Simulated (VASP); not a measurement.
The system is InP.

```
In P
1.0
     0.00000    2.93050    2.93050
     2.93050    0.00000    2.93050
     2.93050    2.93050    0.00000
In P
1 1
Cartesian
  0.0000 0.0000 0.0000
  4.3957 4.3957 4.3957
```

- Program: VASP 6.6.1
- Task: relaxation of cell and atoms
- Functional: BLYP
- Dispersion: D3(BJ)
- Potentials or basis: VASP PAW PBE potentials, release 64 (In_d, P)
- Cutoff: 600 eV
- k mesh: 8 × 8 × 8
- Occupations: fermi-dirac, width 0.05 eV
- Spin: no spin polarisation

At the start: pressure 1.6 GPa; volume 25.17 Å³/atom.

Q: How do energy, volume and symmetry change on relaxing?

A: Over 3 steps the energy falls by 3.2 meV/atom and the volume is 25.81 Å³/atom (+2.6 %); space group F-43m (No. 216, to 0.05 Å).

The path:
| step | energy change (eV) | largest force (eV/Å) | pressure (GPa) | volume (Å³) |
| --- | --- | --- | --- | --- |
| 1 | 0.0000 | 0.0000 | 1.63 | 50.33 |
| 2 | -0.0051 | 0.0000 | -0.71 | 52.23 |
| 3 | -0.0065 | 0.0000 | -0.01 | 51.62 |

Final structure:
```
In P
1.0
     0.00000    2.95530    2.95530
     2.95530    0.00000    2.95530
     2.95530    2.95530    0.00000
In P
1 1
Direct
  0.00000 0.00000 0.00000
  0.75000 0.75000 0.75000
```

Caveat: the PAW data sets were made with another functional, which shifts forces and pressure a little.
